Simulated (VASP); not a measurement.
**TiN: single point with PBEsol**

Crystal: TiN.

```
CELL_PARAMETERS angstrom
0.00000 2.18286 2.18286
2.18286 0.00000 2.18286
2.18286 2.18286 0.00000
ATOMIC_POSITIONS crystal
Ti 0.00000 0.00000 0.00000
N 0.50000 0.50000 0.50000
```

```json
{"Program": "VASP 6.6.1", "Task": "single point", "Functional": "PBEsol", "Potentials or basis": "VASP PAW PBE potentials, release 64 (Ti_sv, N)", "Cutoff": "520 eV", "k mesh": "20 × 20 × 20", "Occupations": "gaussian, width 0.15 eV", "Spin": "collinear spin", "Starting moments": "[0.25, 0.0] μB", "Fixed moment": "0.25 μB"}
```

| Item | Value |
| --- | --- |
| Pressure | -25.8 GPa |
| Net moment | 0.25 μB per cell |
| Site moments | Ti +0.20; N +0.01 μB |
| Valence electrons inside the program's atomic spheres | Ti 10.24; N 3.67 |

Wall time 2.1 min on 1 thread of Intel(R) Xeon(R) Platinum 8259CL CPU @ 2.50GHz (Skylake/Cascade Lake), on a shared host, peak memory 0.27 GiB.

Caveat: the cell stands under tension; the PAW data sets were made with another functional, which shifts forces and pressure a little; the total moment is fixed, so each spin has its own Fermi level and the state may be an excited one.
